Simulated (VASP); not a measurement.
# C in VASP: notebook

C is run at these levels: PBE+D3(BJ); tasks: single point, relaxation of the atoms.

Everything below comes from runs of VASP 6.6.1. Logs are shortened: lines on timing, memory, paths and dates and some standing lists are left out, and cuts for length are marked.

### 1 The cell of the first run

The cell holds a slab with vacuum, 4 atoms: a = 2.466 Å, b = 2.466 Å, c = 32.600 Å, α = 90.00°, β = 90.00°, γ = 60.00°.

### 2 Single point, PBE+D3(BJ)

Contents of INCAR:

```
  PREC = Accurate
  ENCUT = 520
  EDIFF = 1E-7
  ISMEAR = 0
  SIGMA = 0.1
  LREAL = False
  LASPH = True
  NELM = 60
  ALGO = Normal
  ISIF = 2
  LWAVE = False
  LCHARG = False
  LDIPOL = True
  IDIPOL = 3
  DIPOL = 0.5 0.5 0.500
  GGA = PE
  IVDW = 12
  NBANDS = 16
```

Contents of KPOINTS:

```
regular mesh
0
Gamma
  21 21 1
```

Contents of POSCAR:

```
C
1.0
    2.4656961952     -0.0000080696      0.0000000000
    1.2328550860      2.1353515083      0.0000000000
    0.0000000000      0.0000000000     32.6000552997
C
4
Direct
    0.1656235039      0.1656235039      0.4475779043
    0.4989568373      0.4989568373      0.4475920936
    0.4989568373      0.4989568373      0.5524079071
    0.8322901706      0.8322901706      0.5524220951
```

Potentials or basis: VASP PAW PBE potentials, release 64 (C).

Run with:

```sh
cat potpaw_PBE.64/C/POTCAR > POTCAR
mpirun -np 1 vasp_std > vasp.out
```

OUTCAR:

```text
PREC = Accurate
   ENCUT = 520
   EDIFF = 1E-7
   ISMEAR = 0
   LREAL = False
   LASPH = True
   NELM = 60
   ISIF = 2
   GGA = PE
   IVDW = 12
 IVDW          = 12

 ion  position               nearest neighbor table
   1  0.166  0.166  0.448-   2 1.42   2 1.42   2 1.42
   2  0.499  0.499  0.448-   1 1.42   1 1.42   1 1.42
   3  0.499  0.499  0.552-   4 1.42   4 1.42   4 1.42
   4  0.832  0.832  0.552-   3 1.42   3 1.42   3 1.42

  LATTYP: Found a hexagonal cell.
 ALAT       =     2.4656961952
 C/A-ratio  =    13.2214404041

  Lattice vectors:

 A1 = (  -1.2328550860,  -2.1353515083,   0.0000000000)
 A2 = (   2.4656961952,  -0.0000080696,   0.0000000000)
 A3 = (   0.0000000000,   0.0000000000,  32.6000552997)

Analysis of symmetry for initial positions (statically):
=====================================================================
 Subroutine PRICEL returns:
 Original cell was already a primitive cell.

 Routine SETGRP: Setting up the symmetry group for a
 hexagonal supercell.

 Subroutine GETGRP returns: Found 12 space group operations
 (whereof  2 operations were pure point group operations)
 out of a pool of 24 trial point group operations.

The static configuration has the point symmetry C_1h.
 The point group associated with its full space group is D_3d.

Analysis of symmetry for dynamics (positions and initial velocities):
=====================================================================
 Subroutine PRICEL returns:
 Original cell was already a primitive cell.

 Routine SETGRP: Setting up the symmetry group for a
 hexagonal supercell.

 Subroutine GETGRP returns: Found 12 space group operations
 (whereof  2 operations were pure point group operations)
 out of a pool of 24 trial point group operations.

The dynamic configuration has the point symmetry C_1h.
 The point group associated with its full space group is D_3d.

 Subroutine INISYM returns: Found 12 space group operations
 (whereof  2 operations are pure point group operations),
 and found     1 'primitive' translations

----------------------------------------------------------------------------------------

                                     Primitive cell

  volume of cell :     171.6438

  direct lattice vectors                    reciprocal lattice vectors
     2.465696195 -0.000008070  0.000000000     0.405564202 -0.234154371  0.000000000
     1.232855086  2.135351508  0.000000000     0.000001533  0.468306088  0.000000000
     0.000000000  0.000000000 32.600055300     0.000000000  0.000000000  0.030674795

  length of vectors
     2.465696195  2.465696195 32.600055300     0.468306088  0.468306088  0.030674795

  position of ions in fractional coordinates (direct lattice)
     0.165623504  0.165623504  0.447577904
     0.498956837  0.498956837  0.447592094
     0.498956837  0.498956837  0.552407907
     0.832290171  0.832290171  0.552422095

  ion indices of the primitive-cell ions
   primitive index   ion index
                 1           1
                 2           2
                 3           3
                 4           4

----------------------------------------------------------------------------------------

 KPOINTS: regular mesh

Automatic generation of k-mesh.
 Grid dimensions read from file:
 generate k-points for:   21   21    1

 Generating k-lattice:

  Cartesian coordinates                     Fractional coordinates (reciprocal lattice)
     0.019312581 -0.011150208  0.000000000     0.047619048  0.000000000  0.000000000
     0.000000073  0.022300290  0.000000000     0.000000000  0.047619048  0.000000000
     0.000000000  0.000000000  0.030674795     0.000000000  0.000000000  1.000000000

  Length of vectors
     0.022300290  0.022300290  0.030674795

  Shift w.r.t. Gamma in fractional coordinates (k-lattice)
     0.000000000  0.000000000  0.000000000

 Subroutine IBZKPT returns following result:
 ===========================================

 Found     48 irreducible k-points:

 Following reciprocal coordinates:
            Coordinates               Weight
  0.000000  0.000000  0.000000      1.000000
  0.047619  0.000000  0.000000      6.000000
  0.095238  0.000000  0.000000      6.000000
  0.142857  0.000000  0.000000      6.000000
  0.190476  0.000000  0.000000      6.000000
  0.238095 -0.000000  0.000000      6.000000
[... 16 lines left out ...]
  0.238095  0.095238  0.000000     12.000000
  0.285714  0.095238  0.000000     12.000000
 [... further k-points ...]
   k-points           NKPTS =     48   k-points in BZ     NKDIM =     48   number of bands    NBANDS=     16
   number of dos      NEDOS =    301   number of ions     NIONS =      4
   total plane-waves  NPLWV =  81000
   dimension x,y,z NGX =    18 NGY =   18 NGZ =  250
   dimension x,y,z NGXF=    36 NGYF=   36 NGZF=  500
   ions per type =               4
   NGX,Y,Z   is equivalent  to a cutoff of  12.14, 12.14, 12.75 a.u.
   NGXF,Y,Z  is equivalent  to a cutoff of  24.27, 24.27, 25.50 a.u.
 SYSTEM =  unknown system
   PREC   = accura    normal or accurate (medium, high low for compatibility)
   ISTART =      0    job   : 0-new  1-cont  2-samecut
   ICHARG =      2    charge: 1-file 2-atom 10-const
   ISPIN  =      1    spin polarized calculation?
   LNONCOLLINEAR =      F non collinear calculations
   LSORBIT =      F    spin-orbit coupling
   LASPH  =      T    aspherical Exc in radial PAW
   ENCUT  =  520.0 eV  38.22 Ry    6.18 a.u.   4.58  4.58 60.61*2*pi/ulx,y,z
   NELM   =     60;   NELMIN=  2; NELMDL= -5     # of ELM steps
   EDIFF  = 0.1E-06   stopping-criterion for ELM
   LREAL  =      F    real-space projection
   EDIFFG = 0.1E-05   stopping-criterion for IOM
   NSW    =      0    number of steps for IOM
   IBRION =     -1    ionic relax: 0-MD 1-quasi-New 2-CG
   NFREE  =      0    steps in history (QN), initial steepest desc. (CG)
   ISIF   =      2    stress and relaxation
   ISYM   =      2    0-nonsym 1-usesym 2-fastsym
   POTIM  = 0.5000    time-step for ionic-motion
   TEBEG  =    0.0;   TEEND  =   0.0 temperature during run
   PSTRESS=    0.0 pullay stress
   NELECT =      16.0000    total number of electrons
   NUPDOWN=      -1.0000    fix difference up-down
   EMIN   =  10.00;   EMAX   =-10.00  energy-range for DOS
   EFERMI =   0.00;   METHOD = LEGACY
   ISMEAR =     0;   SIGMA  =   0.10  broadening in eV -4-tet -1-fermi 0-gaus
   EFERMI_NEDOS =   21; number of points for ismear=-14 and -15
   IALGO  =     38    algorithm
   IMIX   =      4    mixing-type and parameters
     AMIX     =   0.40;   BMIX     =  1.00
     AMIX_MAG =   1.60;   BMIX_MAG =  1.00
  volume/ion in A,a.u.               =      42.91       289.58
  Fermi-wavevector in a.u.,A,eV,Ry     =   0.742287  1.402720  7.496683  0.550991
  Thomas-Fermi vector in A             =   1.837130
   LORBIT       =      0    0 simple, 1 ext, 2 COOP (PROOUT), +10 PAW based schemes
   GGA     = PE    functional components
   LHFCALC =     F    Hartree Fock is set to
   AEXX    =    0.0000 exact exchange contribution
   IVDW    =    12    specifies the selected vdW correction
   LEPSILON=     F    determine dielectric tensor
   LRPA    =     F    only Hartree local field effects (RPA)
 non-spin polarized calculation
 Gauss-broadening in eV      SIGMA  =   0.10
  energy-cutoff  :      520.00
  volume of cell :      171.64
 maximum number of plane-waves:      4686
   NGX =  9   NGY =  9   NGZ =121

 number of electron      15.9999995 magnetization

 dipolmoment           0.000000      0.000000     -0.000000 electrons x Angstroem

 Free energy of the ion-electron system (eV)
  ---------------------------------------------------
  ext. energy  EPLUGINS =         0.00000000
  ---------------------------------------------------
  free energy    TOTEN  =       -36.88185331 eV

  energy without entropy =      -36.88134151  energy(sigma->0) =      -36.88159741

 E-fermi :  -2.4290     XC(G=0):  -2.4063

 val. band max:       -2.4289805935   @ k =  -0.3333   0.3333   0.0000
 cond. band min:      -2.1184782543   @ k =  -0.3333   0.3333   0.0000
 fundamental gap:      0.3105023393
 Fermi energy:        -2.4289798302

 k-point     1 :       0.0000    0.0000    0.0000
  band No.  band energies     occupation
      1     -22.0057      2.00000
      2     -21.8754      2.00000
      3     -10.4713      2.00000
      4      -9.5842      2.00000
      5      -5.4613      2.00000
      6      -5.4613      2.00000
[... 8 lines left out ...]
     15       3.2898      0.00000
     16       4.3027      0.00000

 k-point     2 :       0.0476    0.0000    0.0000
  band No.  band energies     occupation
      1     -21.9519      2.00000
      2     -21.8220      2.00000
      3     -10.4064      2.00000
      4      -9.5213      2.00000
      5      -5.6827      2.00000
      6      -5.6726      2.00000
[... 8 lines left out ...]
     15       3.3620      0.00000
     16       4.3762      0.00000

 k-point     3 :       0.0952    0.0000    0.0000
  band No.  band energies     occupation
      1     -21.7906      2.00000
      2     -21.6620      2.00000
      3     -10.2122      2.00000
      4      -9.3329      2.00000
      5      -6.3033      2.00000
      6      -6.2876      2.00000
[... 8 lines left out ...]
     15       3.5785      0.00000
     16       4.5694      0.00000

 k-point     4 :       0.1429    0.0000    0.0000
  band No.  band energies     occupation
      1     -21.5223      2.00000
      2     -21.3959      2.00000
      3      -9.8903      2.00000
      4      -9.0209      2.00000
      5      -7.2229      2.00000
      6      -7.1998      2.00000
[... 8 lines left out ...]
     15       3.9387      0.00000
     16       4.9148      0.00000

 k-point     5 :       0.1905    0.0000    0.0000
  band No.  band energies     occupation
      1     -21.1481      2.00000
      2     -21.0248      2.00000
      3      -9.4435      2.00000
      4      -8.5890      2.00000
      5      -8.3353      2.00000
      6      -8.3038      2.00000
[... 8 lines left out ...]
     15       4.4395      0.00000
     16       5.3817      0.00000

 k-point     6 :       0.2381   -0.0000    0.0000
  band No.  band energies     occupation
      1     -20.6695      2.00000
      2     -20.5501      2.00000
      3      -9.5543      2.00000
      4      -9.5143      2.00000
      5      -8.8764      2.00000
      6      -8.0427      2.00000
[... 8 lines left out ...]
     15       5.0091      0.00000
     16       5.0616      0.00000
[... 267 lines left out ...]
 k-point    21 :      -0.4762    0.0476    0.0000
  band No.  band energies     occupation
      1     -16.6877      2.00000
      2     -16.6394      2.00000
      3     -15.6382      2.00000
      4     -15.6017      2.00000
      5      -9.0267      2.00000
      6      -9.0015      2.00000
[... 8 lines left out ...]
     15       9.2748      0.00000
     16       9.3447      0.00000

 k-point    22 :       0.1905    0.0952    0.0000
  band No.  band energies     occupation
      1     -21.3618      2.00000
      2     -21.2367      2.00000
      3      -9.6981      2.00000
      4      -8.8349      2.00000
      5      -7.5632      2.00000
      6      -7.5483      2.00000
[... 8 lines left out ...]
     15       4.1557      0.00000
     16       5.1266      0.00000

 k-point    23 :       0.2381    0.0952    0.0000
  band No.  band energies     occupation
      1     -20.9883      2.00000
      2     -20.8663      2.00000
      3      -9.2530      2.00000
      4      -8.5065      2.00000
      5      -8.4844      2.00000
      6      -8.4043      2.00000
[... 8 lines left out ...]
     15       4.6587      0.00000
     16       5.6084      0.00000

 k-point    24 :       0.2857    0.0952    0.0000
  band No.  band energies     occupation
      1     -20.5109      2.00000
      2     -20.3927      2.00000
      3      -9.6074      2.00000
      4      -9.5734      2.00000
      5      -8.6881      2.00000
      6      -7.9459      2.00000
[... 8 lines left out ...]
     15       4.9564      0.00000
     16       5.0896      0.00000

 [... further k-points ...]

------------------------ aborting loop because EDIFF is reached ----------------------------------------

 vacuum level on the upper side and lower side of the slab       (xc-potential included)        -0.009        -0.009

 Edisp (eV)   -0.47270

 E8    (eV) :    -0.1413

  FORCE on cell =-STRESS in cart. coord.  units (eV):
  Direction    XX          YY          ZZ          XY          YZ          ZX
  --------------------------------------------------------------------------------------
  -------------------------------------------------------------------------------------
  Total       0.11158     0.11158    -0.03396    -0.00000     0.00000     0.00000
  in kB       1.04150     1.04150    -0.31701    -0.00000     0.00000     0.00000
  external pressure =        0.59 kB  Pullay stress =        0.00 kB

 VOLUME and BASIS-vectors are now :
 -----------------------------------------------------------------------------
  energy-cutoff  :      520.00
  volume of cell :      171.64
      direct lattice vectors                 reciprocal lattice vectors
     2.465696195 -0.000008070  0.000000000     0.405564202 -0.234154371  0.000000000
     1.232855086  2.135351508  0.000000000     0.000001533  0.468306088  0.000000000
     0.000000000  0.000000000 32.600055300     0.000000000  0.000000000  0.030674795

 POSITION                                       TOTAL-FORCE (eV/Angst)
 -----------------------------------------------------------------------------------
      0.61257      0.35366     14.59106        -0.000000     -0.000000      0.002576
      1.84542      1.06544     14.59153         0.000000      0.000000      0.000850
      1.84542      1.06544     18.00853        -0.000000      0.000000     -0.000850
      3.07827      1.77723     18.00899         0.000000      0.000000     -0.002576
 -----------------------------------------------------------------------------------
    total drift:                                0.000013      0.000008     -0.000003

  FREE ENERGIE OF THE ION-ELECTRON SYSTEM (eV)
  ---------------------------------------------------
  free  energy   TOTEN  =       -37.3545577424 eV

  energy  without entropy=      -37.3540459459  energy(sigma->0) =      -37.35430184

 vacuum level on the upper side and lower side of the slab         1.832         1.832
```

Run time: 2.9 min. Hardware: 1 thread of Intel Xeon Platinum 8488C (Sapphire Rapids), shared host; peak memory 0.31 GiB.

Results:

| Quantity | Value |
| --- | --- |
| Free energy | -37.3546 eV |
| Band gap on the k mesh | zero (filled and empty bands touch) |
| Dispersion energy per atom | -0.118 eV |

Forces in eV/Å, atoms in the order of the input:
```
C    0.000  0.000  0.003
C    0.000  0.000  0.001
C    0.000  0.000 -0.001
C    0.000  0.000 -0.003
```

### 3 Relaxation of the atoms, PBE+D3(BJ)

This run uses another cell than the first one: it holds 6 atoms, not 4.

Contents of INCAR:

```
PREC     = Accurate       # precision mode
ENCUT    = 520            # plane-wave cutoff, eV
EDIFF    = 1E-6           # SCF threshold, eV
ISMEAR   = 0              # smearing method
SIGMA    = 0.05           # smearing width, eV
LREAL    = False          # projectors in reciprocal space
LASPH    = True           # aspherical terms in the spheres
NELM     = 80             # most SCF steps
ALGO     = Normal         # electronic algorithm
ISIF     = 2              # what is computed and relaxed
LWAVE    = False          # write WAVECAR
LCHARG   = False          # write CHGCAR
LDIPOL   = True         
IDIPOL   = 3            
DIPOL    = 0.5 0.5 0.500
GGA      = PE             # functional
IVDW     = 12             # dispersion correction
IBRION   = 2              # ionic algorithm
NSW      = 90             # ionic steps
EDIFFG   = -0.03          # ionic threshold
```

Contents of KPOINTS:

```
Automatic mesh
0
Gamma
  12 12 1
```

Contents of POSCAR:

```
C
1.0
    2.4649373947      0.0000000000      0.0000000000
    1.2324826697      2.1346903356      0.0000000000
    0.0000000000      0.0000000000     23.7486608086
C
6
Selective dynamics
Direct
    0.1656238016      0.1656238016      0.3579149186  F F F
    0.4989565373      0.4989565373      0.3579473272  F F F
    0.4979139711      0.4979139711      0.4999837957  T T T
    0.8312467067      0.8312467067      0.5000162043  T T T
    0.8302041406      0.8302041406      0.6420526728  T T T
    0.1635368762      0.1635368762      0.6420850814  T T T
```

Potentials or basis: VASP PAW PBE potentials, release 64 (C).

Run with:

```sh
cat potpaw_PBE.64/C/POTCAR > POTCAR
mpirun -np 1 vasp_std > vasp.out
```

Wall time 3.5 min (1 thread of Oxide Virtual Turin-like, shared host); peak memory 0.22 GiB.

It converged, with:

```
Free energy                : -56.0799 eV
Dispersion energy per atom : -0.131 eV
```

Final structure:
```yaml
crystal:
  lattice:
    - [2.46494, 0.00000, 0.00000]
    - [1.23248, 2.13469, 0.00000]
    - [0.00000, 0.00000, 23.74866]
  atoms:
    - { symbol: C, position: [0.16562, 0.16562, 0.35791] }
    - { symbol: C, position: [0.49896, 0.49896, 0.35795] }
    - { symbol: C, position: [0.49791, 0.49791, 0.49998] }
    - { symbol: C, position: [0.83125, 0.83125, 0.50002] }
    - { symbol: C, position: [0.83020, 0.83020, 0.64205] }
    - { symbol: C, position: [0.16354, 0.16354, 0.64209] }
```

Caveat: the relaxation stopped at its first step, so nothing moved.
